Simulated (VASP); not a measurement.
# AlGa3N4 (Pm) in VASP: a series of runs

The runs below take AlGa3N4 through single point, with r2SCAN.

Program: VASP 6.6.1. These are calculated values, not measurements. Logs are shortened: lines on timing, memory, paths and dates and some standing lists are left out, and cuts for length are marked.

**1. The cell of the first run**

The structure is monoclinic, space group Pm (No. 6). Conventional cell: a = 5.216 Å, b = 3.211 Å, c = 5.428 Å, α = 90.00°, β = 90.05°, γ = 90.00°. Within 2.5 Å of Al (site symmetry m) lie 4 N at 1.90 to 1.92 Å. Ga (site symmetry m) has 4 N at 1.95 to 1.97 Å within 2.6 Å. Ga (site symmetry m) has 4 N at 1.94 to 1.98 Å within 2.6 Å. Ga (site symmetry m) has 4 N at 1.96 to 1.97 Å within 2.6 Å. Within 2.5 Å of N (site symmetry m) lie 1 Al at 1.90 Å and 3 Ga at 1.96 to 1.97 Å. N (site symmetry m) has 2 Al at 1.92 Å and 2 Ga at 1.96 to 1.98 Å within 2.5 Å. Within 2.6 Å of N (site symmetry m) lie 4 Ga at 1.94 to 1.97 Å. Within 2.5 Å of N (site symmetry m) lie 1 Al at 1.91 Å and 3 Ga at 1.95 to 1.96 Å.

**2. Single point, r2SCAN (biaxial strain in the a-b plane: +1.5 %, then relaxed in part)**

POSCAR reads:

```
AlGa3N4
1.0
    5.2160039816      0.0000000000     -0.0005042361
    0.0000000000      3.2108655208      0.0000000000
   -0.0042559003      0.0000000000      5.4277372595
Al Ga N
1 3 4
Direct
   -0.0002004855      0.5000000000      0.6677362993
    0.4982803858      0.5000000000      0.3343068148
    0.4984616263      0.0000000000      0.8307345684
    0.9988587805      0.0000000000      0.1670056263
    0.1204279615      0.5000000000      0.3384195992
    0.1180423106      0.0000000000      0.8237078087
    0.6210578433      0.0000000000      0.1685869671
    0.6326715874      0.5000000000      0.6695033165
```

INCAR.step1 reads:

```
PREC = Accurate
ENCUT = 520
ISMEAR = 0
SIGMA = 0.02
LREAL = F
LASPH = T
NELM = 80
NBANDS = 41
GGA = PE
ALGO = Normal
EDIFF = 1E-4
LWAVE = T
LCHARG = F
```

INCAR.step2 reads:

```
PREC = Accurate
ENCUT = 520
EDIFF = 1E-6
ISMEAR = 0
SIGMA = 0.02
LREAL = F
LASPH = T
NELM = 80
ALGO = Normal
ISIF = 2
LWAVE = F
LCHARG = T
METAGGA = R2SCAN
LMIXTAU = T
LELF = T
LVHAR = T
NBANDS = 41
ISTART = 1
```

KPOINTS reads:

```
Automatic mesh
0
Gamma
  6 8 4
```

Potentials or basis: VASP PAW PBE potentials, release 64 (Al, Ga_d, N).

Command:

```console
cat potpaw_PBE.64/Al/POTCAR potpaw_PBE.64/Ga_d/POTCAR potpaw_PBE.64/N/POTCAR > POTCAR
cp INCAR.step1 INCAR
mpirun -np 1 vasp_std > vasp.out
cp INCAR.step2 INCAR
mpirun -np 1 vasp_std > vasp.out
```

OUTCAR:

```text
PREC = Accurate
   ENCUT = 520
   EDIFF = 1E-6
   ISMEAR = 0
   LREAL = F
   LASPH = T
   NELM = 80
   ISIF = 2
   METAGGA = R2SCAN
   ISTART = 1

 ion  position               nearest neighbor table
   1  1.000  0.500  0.668-   5 1.90   8 1.91   6 1.92   6 1.92
   2  0.498  0.500  0.334-   7 1.95   7 1.95   8 1.95   5 1.97
   3  0.498  0.000  0.831-   7 1.94   8 1.96   8 1.96   6 1.98
   4  0.999  0.000  0.167-   5 1.96   5 1.96   6 1.96   7 1.97
   5  0.120  0.500  0.338-   1 1.90   4 1.96   4 1.96   2 1.97
   6  0.118  0.000  0.824-   1 1.92   1 1.92   4 1.96   3 1.98
   7  0.621  0.000  0.169-   3 1.94   2 1.95   2 1.95   4 1.97
   8  0.633  0.500  0.670-   1 1.91   2 1.95   3 1.96   3 1.96

  LATTYP: Found a simple monoclinic cell.
 ALAT       =     5.2160040060
 B/A-ratio  =     0.6155795734
 C/A-ratio  =     1.0405933204
 COS(beta)  =    -0.0008807728

  Lattice vectors:

 A1 = (   5.2160039816,   0.0000000000,  -0.0005042361)
 A2 = (   0.0000000000,   3.2108655208,   0.0000000000)
 A3 = (  -0.0042559003,   0.0000000000,   5.4277372595)

Analysis of symmetry for initial positions (statically):
=====================================================================
 Subroutine PRICEL returns:
 Original cell was already a primitive cell.

 Routine SETGRP: Setting up the symmetry group for a
 simple monoclinic supercell.

 Subroutine GETGRP returns: Found  2 space group operations
 (whereof  2 operations were pure point group operations)
 out of a pool of  4 trial point group operations.

The static configuration has the point symmetry C_1h.

Analysis of symmetry for dynamics (positions and initial velocities):
=====================================================================
 Subroutine PRICEL returns:
 Original cell was already a primitive cell.

 Routine SETGRP: Setting up the symmetry group for a
 simple monoclinic supercell.

 Subroutine GETGRP returns: Found  2 space group operations
 (whereof  2 operations were pure point group operations)
 out of a pool of  4 trial point group operations.

The dynamic configuration has the point symmetry C_1h.

 Subroutine INISYM returns: Found  2 space group operations
 (whereof  2 operations are pure point group operations),
 and found     1 'primitive' translations

----------------------------------------------------------------------------------------

                                     Primitive cell

  volume of cell :      90.9031

  direct lattice vectors                    reciprocal lattice vectors
     5.216003982  0.000000000 -0.000504236     0.191717660  0.000000000  0.000150326
     0.000000000  3.210865521  0.000000000     0.000000000  0.311442505  0.000000000
    -0.004255900  0.000000000  5.427737259     0.000017811  0.000000000  0.184238851

  length of vectors
     5.216004006  3.210865521  5.427738928     0.191717719  0.311442505  0.184238852

  position of ions in fractional coordinates (direct lattice)
     0.999799514  0.500000000  0.667736299
     0.498280386  0.500000000  0.334306815
     0.498461626  0.000000000  0.830734568
     0.998858781  0.000000000  0.167005626
     0.120427961  0.500000000  0.338419599
     0.118042311  0.000000000  0.823707809
     0.621057843  0.000000000  0.168586967
     0.632671587  0.500000000  0.669503316

  ion indices of the primitive-cell ions
   primitive index   ion index
                 1           1
                 2           2
                 3           3
                 4           4
                 5           5
                 6           6
                 7           7
                 8           8

----------------------------------------------------------------------------------------

 KPOINTS: Automatic mesh

Automatic generation of k-mesh.
 Grid dimensions read from file:
 generate k-points for:    6    8    4

 Generating k-lattice:

  Cartesian coordinates                     Fractional coordinates (reciprocal lattice)
     0.031952943  0.000000000  0.000025054     0.166666667  0.000000000 -0.000000000
     0.000000000  0.038930313  0.000000000     0.000000000  0.125000000  0.000000000
     0.000004453  0.000000000  0.046059713    -0.000000000  0.000000000  0.250000000

  Length of vectors
     0.031952953  0.038930313  0.046059713

  Shift w.r.t. Gamma in fractional coordinates (k-lattice)
     0.000000000  0.000000000  0.000000000

 Subroutine IBZKPT returns following result:
 ===========================================

 Found     70 irreducible k-points:

 Following reciprocal coordinates:
            Coordinates               Weight
  0.000000  0.000000  0.000000      1.000000
  0.166667  0.000000  0.000000      2.000000
  0.333333  0.000000  0.000000      2.000000
  0.500000  0.000000  0.000000      1.000000
  0.000000  0.125000  0.000000      2.000000
  0.166667  0.125000  0.000000      4.000000
[... 16 lines left out ...]
  0.333333  0.000000  0.250000      2.000000
  0.500000  0.000000  0.250000      2.000000
 [... further k-points ...]
   k-points           NKPTS =     70   k-points in BZ     NKDIM =     70   number of bands    NBANDS=     41
   number of dos      NEDOS =    301   number of ions     NIONS =      8
   total plane-waves  NPLWV =  38400
   dimension x,y,z NGX =    40 NGY =   24 NGZ =   40
   dimension x,y,z NGXF=    80 NGYF=   48 NGZF=   80
   ions per type =               1   3   4
   NGX,Y,Z   is equivalent  to a cutoff of  12.75, 12.43, 12.25 a.u.
   NGXF,Y,Z  is equivalent  to a cutoff of  25.50, 24.85, 24.50 a.u.
 SYSTEM =  unknown system
   PREC   = accura    normal or accurate (medium, high low for compatibility)
   ISTART =      1    job   : 0-new  1-cont  2-samecut
   ICHARG =      0    charge: 1-file 2-atom 10-const
   ISPIN  =      1    spin polarized calculation?
   LNONCOLLINEAR =      F non collinear calculations
   LSORBIT =      F    spin-orbit coupling
   LASPH  =      T    aspherical Exc in radial PAW
   ENCUT  =  520.0 eV  38.22 Ry    6.18 a.u.   9.70  5.97 10.09*2*pi/ulx,y,z
   NELM   =     80;   NELMIN=  2; NELMDL=  0     # of ELM steps
   EDIFF  = 0.1E-05   stopping-criterion for ELM
   LREAL  =      F    real-space projection
   EDIFFG = 0.1E-04   stopping-criterion for IOM
   NSW    =      0    number of steps for IOM
   IBRION =     -1    ionic relax: 0-MD 1-quasi-New 2-CG
   NFREE  =      0    steps in history (QN), initial steepest desc. (CG)
   ISIF   =      2    stress and relaxation
   ISYM   =      2    0-nonsym 1-usesym 2-fastsym
   POTIM  = 0.5000    time-step for ionic-motion
   TEBEG  =    0.0;   TEEND  =   0.0 temperature during run
   PSTRESS=    0.0 pullay stress
   NELECT =      62.0000    total number of electrons
   NUPDOWN=      -1.0000    fix difference up-down
   EMIN   =  10.00;   EMAX   =-10.00  energy-range for DOS
   EFERMI =   0.00;   METHOD = LEGACY
   ISMEAR =     0;   SIGMA  =   0.02  broadening in eV -4-tet -1-fermi 0-gaus
   EFERMI_NEDOS =   21; number of points for ismear=-14 and -15
   IALGO  =     38    algorithm
   IMIX   =      4    mixing-type and parameters
     AMIX     =   0.40;   BMIX     =  1.00
     AMIX_MAG =   1.60;   BMIX_MAG =  1.00
  volume/ion in A,a.u.               =      11.36        76.68
  Fermi-wavevector in a.u.,A,eV,Ry     =   1.441050  2.723190 28.254209  2.076626
  Thomas-Fermi vector in A             =   2.559726
   LORBIT       =      0    0 simple, 1 ext, 2 COOP (PROOUT), +10 PAW based schemes
   METAGGA = R2SCAN    functional components
   LHFCALC =     F    Hartree Fock is set to
   AEXX    =    0.0000 exact exchange contribution
   IVDW    =     0    specifies the selected vdW correction
   LEPSILON=     F    determine dielectric tensor
   LRPA    =     F    only Hartree local field effects (RPA)
 non-spin polarized calculation
 Gauss-broadening in eV      SIGMA  =   0.02
  energy-cutoff  :      520.00
  volume of cell :       90.90
 maximum number of plane-waves:      2488
   NGX = 19   NGY = 11   NGZ = 21

 number of electron      61.9999993 magnetization

 Free energy of the ion-electron system (eV)
  ---------------------------------------------------
  ext. energy  EPLUGINS =         0.00000000
  ---------------------------------------------------
  free energy    TOTEN  =       -84.88791591 eV

  energy without entropy =      -84.88791591  energy(sigma->0) =      -84.88791591

 E-fermi :   5.3010     XC(G=0): -12.2588

 val. band max:        5.1488816857   @ k =   0.0000   0.0000   0.0000
 cond. band min:       7.7963298013   @ k =   0.0000   0.0000   0.0000
 fundamental gap:      2.6474481156
 Fermi energy:         5.3009877642

 k-point     1 :       0.0000    0.0000    0.0000
  band No.  band energies     occupation
      1     -11.3756      2.00000
      2     -10.4234      2.00000
      3     -10.2256      2.00000
      4      -9.9303      2.00000
      5      -8.5614      2.00000
      6      -8.5520      2.00000
[... 33 lines left out ...]
     40      16.0323      0.00000
     41      16.1695      0.00000

 k-point     2 :       0.1667    0.0000    0.0000
  band No.  band energies     occupation
      1     -11.2952      2.00000
      2     -10.4348      2.00000
      3     -10.2373      2.00000
      4      -9.9331      2.00000
      5      -8.5595      2.00000
      6      -8.5447      2.00000
[... 33 lines left out ...]
     40      16.0186      0.00000
     41      16.2987      0.00000

 k-point     3 :       0.3333    0.0000    0.0000
  band No.  band energies     occupation
      1     -11.0797      2.00000
      2     -10.5266      2.00000
      3     -10.2490      2.00000
      4      -9.9347      2.00000
      5      -8.5555      2.00000
      6      -8.5388      2.00000
[... 33 lines left out ...]
     40      15.9228      0.00000
     41      15.9864      0.00000

 k-point     4 :       0.5000    0.0000    0.0000
  band No.  band energies     occupation
      1     -10.8694      2.00000
      2     -10.6854      2.00000
      3     -10.2465      2.00000
      4      -9.9334      2.00000
      5      -8.5533      2.00000
      6      -8.5405      2.00000
[... 825 lines left out ...]
     40      16.1135      0.00000
     41      16.2123      0.00000

 k-point    23 :       0.3333    0.0000    0.2500
  band No.  band energies     occupation
      1     -10.9463      2.00000
      2     -10.4752      2.00000
      3     -10.2991      2.00000
      4      -9.9887      2.00000
      5      -8.5314      2.00000
      6      -8.5300      2.00000
[... 33 lines left out ...]
     40      15.9740      0.00000
     41      16.1718      0.00000

 k-point    24 :       0.5000    0.0000    0.2500
  band No.  band energies     occupation
      1     -10.7671      2.00000
      2     -10.5836      2.00000
      3     -10.2944      2.00000
      4      -9.9972      2.00000
      5      -8.5247      2.00000
      6      -8.5244      2.00000
[... 33 lines left out ...]
     40      15.8601      0.00000
     41      16.1829      0.00000

 [... further k-points ...]

------------------------ aborting loop because EDIFF is reached ----------------------------------------

  FORCE on cell =-STRESS in cart. coord.  units (eV):
  Direction    XX          YY          ZZ          XY          YZ          ZX
  --------------------------------------------------------------------------------------
  -------------------------------------------------------------------------------------
  Total       -3.2670562     -2.7645307      0.4211358      0.0000000      0.0000000      0.0073167
  in kB      -57.5822157    -48.7251499      7.4225629      0.0000000      0.0000000      0.1289582
  external PRESSURE =     -32.9616009 kB  Pullay stress =       0.0000000 kB

 VOLUME and BASIS-vectors are now :
 -----------------------------------------------------------------------------
  energy-cutoff  :      520.00
  volume of cell :       90.90
      direct lattice vectors                 reciprocal lattice vectors
     5.216003982  0.000000000 -0.000504236     0.191717660  0.000000000  0.000150326
     0.000000000  3.210865521  0.000000000     0.000000000  0.311442505  0.000000000
    -0.004255900  0.000000000  5.427737259     0.000017811  0.000000000  0.184238851

 POSITION                                       TOTAL-FORCE (eV/Angst)
 -----------------------------------------------------------------------------------
      5.21212      1.60543      3.62379        -0.000747      0.000000      0.000972
      2.59761      1.60543      1.81428        -0.012789      0.000000     -0.003903
      2.59644      0.00000      4.50876        -0.016901      0.000000     -0.005783
      5.20934      0.00000      0.90596        -0.012859      0.000000      0.001023
      0.62671      1.60543      1.83679        -0.018221      0.000000      0.068515
      0.61220      0.00000      4.47081        -0.034925      0.000000     -0.070314
      3.23872      0.00000      0.91473         0.008128      0.000000      0.002782
      3.29717      1.60543      3.63357         0.088313      0.000000      0.006706
 -----------------------------------------------------------------------------------
    total drift:                               -0.069032     -0.000000      0.002728

  FREE ENERGIE OF THE ION-ELECTRON SYSTEM (eV)
  ---------------------------------------------------
  free  energy   TOTEN  =       -84.8879159088 eV

  energy  without entropy=      -84.8879159088  energy(sigma->0) =      -84.88791591
```

Wall time 23 min (1 thread of Oxide Virtual Turin-like, shared host); peak memory 0.3 GiB.

Results:

```
Free energy            : -84.8879 eV
Pressure               : -3.3 GPa
Largest force          : 0.089 eV/Å
Band gap on the k mesh : 2.65 eV
```

Forces in eV/Å, atoms in the order of the input:
```
Al  -0.001  0.000  0.001
Ga  -0.013  0.000 -0.004
Ga  -0.017  0.000 -0.006
Ga  -0.013  0.000  0.001
N   -0.018  0.000  0.069
N   -0.035  0.000 -0.070
N    0.008  0.000  0.003
N    0.088  0.000  0.007
```

Levels at points of the mesh, in eV from the valence-band top:
| k point | band 28 | band 29 | band 30 | band 31 | band 32 | band 33 | band 34 | band 35 |
| --- | --- | --- | --- | --- | --- | --- | --- | --- |
| (0.00, 0.00, 0.00) | -0.95 | -0.20 | -0.11 | 0.00 | 2.65 | 5.13 | 5.56 | 6.01 |
| (0.50, 0.00, 0.00) | -0.79 | -0.68 | -0.46 | -0.29 | 4.79 | 4.86 | 4.98 | 5.51 |
| (0.00, 0.50, 0.00) | -2.12 | -2.09 | -1.91 | -1.83 | 6.08 | 6.12 | 7.28 | 7.53 |
| (0.50, 0.50, 0.00) | -1.83 | -1.57 | -1.56 | -1.53 | 6.14 | 6.33 | 6.43 | 6.79 |
| (0.00, 0.00, 0.50) | -0.85 | -0.77 | -0.61 | -0.48 | 4.87 | 5.06 | 6.50 | 6.92 |
| (0.50, 0.00, 0.50) | -1.75 | -1.31 | -1.28 | -1.24 | 5.70 | 5.75 | 5.88 | 6.30 |
| (0.00, 0.50, 0.50) | -2.25 | -2.21 | -0.98 | -0.84 | 5.61 | 5.85 | 6.14 | 6.27 |
| (0.50, 0.50, 0.50) | -1.78 | -1.72 | -1.71 | -1.69 | 4.82 | 4.87 | 4.94 | 5.38 |

Caveat: the cell differs from its parent crystal (biaxial strain in the a-b plane: +1.5 %, then relaxed in part); the stress differs along the axes, from -6 to 1 GPa; the PAW data sets were made with another functional, which shifts forces and pressure a little.

(Part 1 of 2 ends here.)
